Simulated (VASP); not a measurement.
Set up this calculation in VASP 6.6.1, as the native input.

* Task: single point
* Functional: PBE
* Potentials or basis: VASP PAW PBE potentials, release 64 (K_sv, Br)
* Cutoff: 520 eV
* k mesh: 4 × 4 × 4
* Occupations: gaussian, width 0.01 eV
* Spin: no spin polarisation
* Dipole correction: no
* Further INCAR settings: ALGO = Normal; EDIFF = 1e-06; NBANDS = 15

The structure of KBr lies in POSCAR:

```
KBr
1.0
    0.0000000000      3.3024387198      3.3024387198
    3.3024387198      0.0000000000      3.3024387198
    3.3024387198      3.3024387198      0.0000000000
K Br
1 1
Direct
    0.0000000000      0.0000000000      0.0000000000
    0.5000000000      0.5000000000      0.5000000000
```

The input as run:

INCAR

```
SYSTEM = KBr
  ALGO = Normal
  EDIFF = 1E-6
  ENCUT = 520
  GGA = PE
  ISIF = 2
  ISMEAR = 0
  LASPH = .True.
  LCHARG = .False.
  LREAL = .False.
  LWAVE = .False.
  NBANDS = 15
  NELM = 100
  PREC = Accurate
  SIGMA = 0.01
```

KPOINTS

```
k-points
0
Gamma
  4 4 4
  0 0 0
```

Potentials or basis: VASP PAW PBE potentials, release 64 (K_sv, Br).

Run with:

```console
$ cat potpaw_PBE.64/K_sv/POTCAR potpaw_PBE.64/Br/POTCAR > POTCAR
$ mpirun -np 1 vasp_std > vasp.out
```

It gave:

```yaml
Pressure: 0.7 GPa
Band_gap_on_the_k_mesh: 4.43 eV, direct
```

It took 29 s on 1 thread of Intel Xeon 8259CL, with other jobs on the host, peak memory 0.2 GiB.
